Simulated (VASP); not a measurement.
Wanted: the native input for a VASP 6.6.1 run.

| Item | Value |
| --- | --- |
| Task | single point |
| Functional | PBEsol |
| Potentials or basis | VASP PAW PBE potentials, release 64 (Ti_sv) |
| Cutoff | 520 eV |
| k mesh | 14 × 14 × 14 |
| Occupations | gaussian, width 0.15 eV |
| Spin | no spin polarisation |
| Dipole correction | no |
| Further INCAR settings | ALGO = Fast; EDIFF = 1e-06; NBANDS = 19 |

The structure of Ti lies in POSCAR:

```
Ti
1.0
    0.0000000000     -3.2099008398      0.0000000000
   -3.2099008398      0.0000000000      0.0000000000
    0.0000000000      0.0000000000     -3.2099008398
Ti
2
Direct
    0.5458581144      0.5458581144      0.5000000000
   -0.0458581144     -0.0458581144      0.0000000000
```

This cell differs from its parent crystal: atoms displaced along a vibrational mode.

The input as run:

INCAR

```
SYSTEM = Ti
PREC = Accurate
ENCUT = 520
EDIFF = 1E-6
ISMEAR = 0
SIGMA = 0.15
LREAL = .FALSE.
LASPH = .TRUE.
NELM = 60
ALGO = Fast
ISIF = 2
LWAVE = .FALSE.
LCHARG = .TRUE.
GGA = PS
LELF = .TRUE.
LVHAR = .TRUE.
NBANDS = 19
```

KPOINTS

```
regular mesh
0
G
  14 14 14
  0 0 0
```

Potentials or basis: VASP PAW PBE potentials, release 64 (Ti_sv).

Run with:

```bash
$ cat potpaw_PBE.64/Ti_sv/POTCAR > POTCAR
$ mpirun -np 1 vasp_std > vasp.out
```

It gave:

The pressure is 3.1 GPa. The largest force is 2.371 eV/Å and the band gap on the k mesh is zero (bands 12 and 13 overlap by 1.27 eV).

Caveat: the cell differs from its parent crystal (atoms displaced along a vibrational mode); the cell stands under pressure; the PAW data sets were made with another functional, which shifts forces and pressure a little.

It took 9.6 min on 1 thread of Intel Xeon 8259CL (shared host), peak memory 0.33 GiB.
